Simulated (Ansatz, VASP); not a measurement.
# Ru in VASP and in Ansatz

File INCAR:

```
SYSTEM = Ru
PREC = Accurate ; ENCUT = 500
EDIFF = 1E-6 ; ISMEAR = 0
SIGMA = 0.1 ; LREAL = .FALSE.
LASPH = .TRUE. ; NELM = 120
ALGO = Normal ; ISIF = 2
LWAVE = .FALSE. ; LCHARG = .FALSE.
GGA = PS ; NBANDS = 13
GGA_COMPAT = .FALSE.
```

The input KPOINTS:

```
regular mesh
0
G
  8 8 8
  0 0 0
```

Contents of POSCAR:

```
Ru
1.0
   -1.5504255947      1.5504255947      1.5504255947
    1.5504255947     -1.5504255947      1.5504255947
    1.5504255947      1.5504255947     -1.5504255947
Ru
1
Direct
    0.0000000000      0.0000000000      0.0000000000
```

Input for Ansatz:

```yaml
crystal:
  lattice:
    - [-1.5504255947, 1.5504255947, 1.5504255947]
    - [1.5504255947, -1.5504255947, 1.5504255947]
    - [1.5504255947, 1.5504255947, -1.5504255947]
  atoms:
    - { symbol: Ru, position: [0.0, 0.0, 0.0] }
basis:
  ecutwfc: 420
kpoints:
  mp_grid: { grid: [8, 8, 8] }
hamiltonian:
  xc: pbesol
scf:
  occupations: { method: gaussian, width: 0.1 }
  lower_state_search: "off"
output:
  forces: true
  stress: true
  eigenvalues: true
```

Alike in both runs: task single point; functional PBEsol; k mesh 8 × 8 × 8; occupations gaussian, width 0.1 eV; no spin polarisation.

```csv
,VASP,Ansatz
version,VASP 6.6.1,Ansatz 0.2.0
potentials or method,"VASP PAW PBE potentials, release 64 (Ru_pv), cutoff 500 eV","scalar-relativistic, plane waves, PAW"
valence electrons in the cell,14,16
```

Ansatz gave:

```
gap on the k mesh at the Fermi level (eV) : none
pressure (GPa)                            : -21.2
```

**Question.** Which values does VASP return?

**Answer.** gap on the k mesh at the Fermi level (eV): none; pressure (GPa): -21.3.

VASP's potentials were made for PBE, not for PBEsol. A gap of «none» marks a metal or a gap that the smearing closes. With one functional, cell and mesh, what is left measures potentials, basis and numerics. VASP's potentials hold 14 valence electrons a cell and Ansatz's 16, so a difference there can come from the potentials and not from the codes.
